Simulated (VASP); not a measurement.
Here is a VASP 6.6.1 calculation.

INCAR

```
SYSTEM = CdSe
PREC = Accurate
ENCUT = 520
EDIFF = 1E-6
ISMEAR = -1
SIGMA = 0.05
LREAL = .FALSE.
LASPH = .TRUE.
NELM = 80
ALGO = Normal
ISIF = 2
LWAVE = .FALSE.
LCHARG = .FALSE.
GGA = PS
NBANDS = 16
```

Contents of KPOINTS:

```
regular mesh
0
G
  8 8 8
  0 0 0
```

File POSCAR:

```
CdSe
1.0
    0.0000000000      3.0287759606      3.0287759606
    3.0287759606      0.0000000000      3.0287759606
    3.0287759606      3.0287759606      0.0000000000
Cd Se
1 1
Direct
    0.0000000000      0.0000000000      0.0000000000
    0.2500000000      0.2500000000      0.2500000000
```

Potentials or basis: VASP PAW PBE potentials, release 64 (Cd, Se).

The run is started by

```sh
$ cat potpaw_PBE.64/Cd/POTCAR potpaw_PBE.64/Se/POTCAR > POTCAR
$ mpirun -np 1 vasp_std > vasp.out
```

Task: Estimate the band gap on the k mesh.

Result: 0.51 eV, direct.

Task: Predict the pressure.

Result: 1.0 GPa.

Caveat: the PAW data sets were made with another functional, which shifts forces and pressure a little. PBEsol gaps usually lie below the measured ones, often by a third to a half.
